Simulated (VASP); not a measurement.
# GaSb (F-43m) in VASP: a series of runs

Runs on GaSb. Level: PBE+D3(BJ). Tasks: single point, relaxation of cell and atoms.

All numbers are computed with VASP 6.6.1; they aren't measurements. Logs are shortened: lines on timing, memory, paths and dates and some standing lists are left out, and cuts for length are marked.

## (1) The cell of the first run

The structure is cubic, space group F-43m (No. 216). The conventional cell has a = 6.137 Å, b = 6.137 Å, c = 6.137 Å, α = 90.00°, β = 90.00°, γ = 90.00°. Ga (site symmetry -43m) has 4 Sb at 2.66 Å within 3.5 Å. Sb (site symmetry -43m) has 4 Ga at 2.66 Å within 3.5 Å.

## (2) Single point, PBE+D3(BJ)

File INCAR:

```
  PREC = Accurate
  ENCUT = 500
  EDIFF = 1E-6
  ISMEAR = 0
  SIGMA = 0.1
  LREAL = F
  LASPH = T
  NELM = 120
  ALGO = Normal
  ISIF = 2
  LWAVE = F
  LCHARG = T
  GGA = PE
  IVDW = 12
  LELF = T
  LVHAR = T
  NBANDS = 16
  GGA_COMPAT = F
```

File KPOINTS:

```
Automatic mesh
0
Gamma
  6 6 6
```

File POSCAR:

```
GaSb
1.0
    0.0000000000      3.0686042300      3.0686042300
    3.0686042300      0.0000000000      3.0686042300
    3.0686042300      3.0686042300      0.0000000000
Ga Sb
1 1
Direct
    0.0000000000      0.0000000000      0.0000000000
    0.7500000000      0.7500000000      0.7500000000
```

Potentials or basis: VASP PAW PBE potentials, release 64 (Ga_d, Sb).

Started as:

```bash
cat potpaw_PBE.64/Ga_d/POTCAR potpaw_PBE.64/Sb/POTCAR > POTCAR
mpirun -np 1 vasp_std > vasp.out
```

OUTCAR:

```text
PREC = Accurate
   ENCUT = 500
   EDIFF = 1E-6
   ISMEAR = 0
   LREAL = F
   LASPH = T
   NELM = 120
   ISIF = 2
   GGA = PE
   IVDW = 12
 IVDW          = 12

 ion  position               nearest neighbor table
   1  0.000  0.000  0.000-   2 2.66   2 2.66   2 2.66   2 2.66
   2  0.750  0.750  0.750-   1 2.66   1 2.66   1 2.66   1 2.66

  LATTYP: Found a face centered cubic cell.
 ALAT       =     6.1372084600

  Lattice vectors:

 A1 = (   0.0000000000,   3.0686042300,   3.0686042300)
 A2 = (   3.0686042300,   0.0000000000,   3.0686042300)
 A3 = (   3.0686042300,   3.0686042300,   0.0000000000)

Analysis of symmetry for initial positions (statically):
=====================================================================
 Subroutine PRICEL returns:
 Original cell was already a primitive cell.

 Routine SETGRP: Setting up the symmetry group for a
 face centered cubic supercell.

 Subroutine GETGRP returns: Found 24 space group operations
 (whereof 24 operations were pure point group operations)
 out of a pool of 48 trial point group operations.

The static configuration has the point symmetry T_d .

Analysis of symmetry for dynamics (positions and initial velocities):
=====================================================================
 Subroutine PRICEL returns:
 Original cell was already a primitive cell.

 Routine SETGRP: Setting up the symmetry group for a
 face centered cubic supercell.

 Subroutine GETGRP returns: Found 24 space group operations
 (whereof 24 operations were pure point group operations)
 out of a pool of 48 trial point group operations.

The dynamic configuration has the point symmetry T_d .

 Subroutine INISYM returns: Found 24 space group operations
 (whereof 24 operations are pure point group operations),
 and found     1 'primitive' translations

----------------------------------------------------------------------------------------

                                     Primitive cell

  volume of cell :      57.7900

  direct lattice vectors                    reciprocal lattice vectors
     0.000000000  3.068604230  3.068604230    -0.162940530  0.162940530  0.162940530
     3.068604230  0.000000000  3.068604230     0.162940530 -0.162940530  0.162940530
     3.068604230  3.068604230  0.000000000     0.162940530  0.162940530 -0.162940530

  length of vectors
     4.339661720  4.339661720  4.339661720     0.282221277  0.282221277  0.282221277

[... 70 lines left out ...]
   NELM   =    120;   NELMIN=  2; NELMDL= -5     # of ELM steps
   EDIFF  = 0.1E-05   stopping-criterion for ELM
   LREAL  =      F    real-space projection
   EDIFFG = 0.1E-04   stopping-criterion for IOM
   NSW    =      0    number of steps for IOM
   IBRION =     -1    ionic relax: 0-MD 1-quasi-New 2-CG
   NFREE  =      0    steps in history (QN), initial steepest desc. (CG)
   ISIF   =      2    stress and relaxation
   ISYM   =      2    0-nonsym 1-usesym 2-fastsym
   POTIM  = 0.5000    time-step for ionic-motion
   TEBEG  =    0.0;   TEEND  =   0.0 temperature during run
   PSTRESS=    0.0 pullay stress
   NELECT =      18.0000    total number of electrons
   NUPDOWN=      -1.0000    fix difference up-down
   EMIN   =  10.00;   EMAX   =-10.00  energy-range for DOS
   EFERMI =   0.00;   METHOD = LEGACY
   ISMEAR =     0;   SIGMA  =   0.10  broadening in eV -4-tet -1-fermi 0-gaus
   EFERMI_NEDOS =   21; number of points for ismear=-14 and -15
   IALGO  =     38    algorithm
   IMIX   =      4    mixing-type and parameters
     AMIX     =   0.40;   BMIX     =  1.00
     AMIX_MAG =   1.60;   BMIX_MAG =  1.00
  volume/ion in A,a.u.               =      28.89       194.99
  Fermi-wavevector in a.u.,A,eV,Ry     =   1.109724  2.097073 16.755388  1.231486
  Thomas-Fermi vector in A             =   2.246267
   LORBIT       =      0    0 simple, 1 ext, 2 COOP (PROOUT), +10 PAW based schemes
   GGA     = PE    functional components
   LHFCALC =     F    Hartree Fock is set to
   AEXX    =    0.0000 exact exchange contribution
   IVDW    =    12    specifies the selected vdW correction
   LEPSILON=     F    determine dielectric tensor
   LRPA    =     F    only Hartree local field effects (RPA)
 non-spin polarized calculation
 Gauss-broadening in eV      SIGMA  =   0.10
  energy-cutoff  :      500.00
  volume of cell :       57.79
 maximum number of plane-waves:      1484
   NGX = 15   NGY = 15   NGZ = 15

 number of electron      17.9999990 magnetization

 Free energy of the ion-electron system (eV)
  ---------------------------------------------------
  ext. energy  EPLUGINS =         0.00000000
  ---------------------------------------------------
  free energy    TOTEN  =        -7.32909406 eV

  energy without entropy =       -7.32827526  energy(sigma->0) =       -7.32868466

 E-fermi :   4.8229     XC(G=0):  -9.0426

 val. band max:        4.7821027242   @ k =   0.0000   0.0000   0.0000
 cond. band min:       5.1642549265   @ k =   0.5000   0.0000   0.0000
 fundamental gap:      0.3821522023
 Fermi energy:         4.8228899064

 k-point     1 :       0.0000    0.0000    0.0000
  band No.  band energies     occupation
      1     -10.2393      2.00000
      2     -10.2393      2.00000
      3     -10.2393      2.00000
      4     -10.1912      2.00000
      5     -10.1912      2.00000
      6      -6.6294      2.00000
[... 281 lines left out ...]
      3     -10.2168      2.00000
      4     -10.1987      2.00000
      5     -10.1895      2.00000
      6      -4.1788      2.00000
[... 8 lines left out ...]
     15      14.7599      0.00000
     16      16.0941      0.00000

------------------------ aborting loop because EDIFF is reached ----------------------------------------

 Edisp (eV)   -0.65813

 E8    (eV) :    -0.3086

  FORCE on cell =-STRESS in cart. coord.  units (eV):
  Direction    XX          YY          ZZ          XY          YZ          ZX
  --------------------------------------------------------------------------------------
  -------------------------------------------------------------------------------------
  Total      -0.01384    -0.01384    -0.01384     0.00000    -0.00000     0.00000
  in kB      -0.38372    -0.38372    -0.38372     0.00000    -0.00000     0.00000
  external pressure =       -0.38 kB  Pullay stress =        0.00 kB

 VOLUME and BASIS-vectors are now :
 -----------------------------------------------------------------------------
  energy-cutoff  :      500.00
  volume of cell :       57.79
      direct lattice vectors                 reciprocal lattice vectors
     0.000000000  3.068604230  3.068604230    -0.162940530  0.162940530  0.162940530
     3.068604230  0.000000000  3.068604230     0.162940530 -0.162940530  0.162940530
     3.068604230  3.068604230  0.000000000     0.162940530  0.162940530 -0.162940530

 POSITION                                       TOTAL-FORCE (eV/Angst)
 -----------------------------------------------------------------------------------
      0.00000      0.00000      0.00000        -0.000000     -0.000000     -0.000000
      4.60291      4.60291      4.60291         0.000000      0.000000      0.000000
 -----------------------------------------------------------------------------------
    total drift:                               -0.000000     -0.000000     -0.000000

  FREE ENERGIE OF THE ION-ELECTRON SYSTEM (eV)
  ---------------------------------------------------
  free  energy   TOTEN  =        -7.9872210264 eV

  energy  without entropy=       -7.9864022256  energy(sigma->0) =       -7.98681163
```

Run time: 22 s. Hardware: 1 thread of Intel Xeon 8259CL, shared host; peak memory 0.18 GiB.

Results:

- Free energy: -7.9872 eV
- Pressure: 0.0 GPa
- Band gap on the k mesh: zero (filled and empty bands touch)
- Dispersion energy per atom: -0.329 eV

Caveat: spin-orbit coupling is left out, which moves the levels of the heavy elements; pairwise dispersion overbinds metals, which lowers pressure and volume.

[end of part 1 of 2]
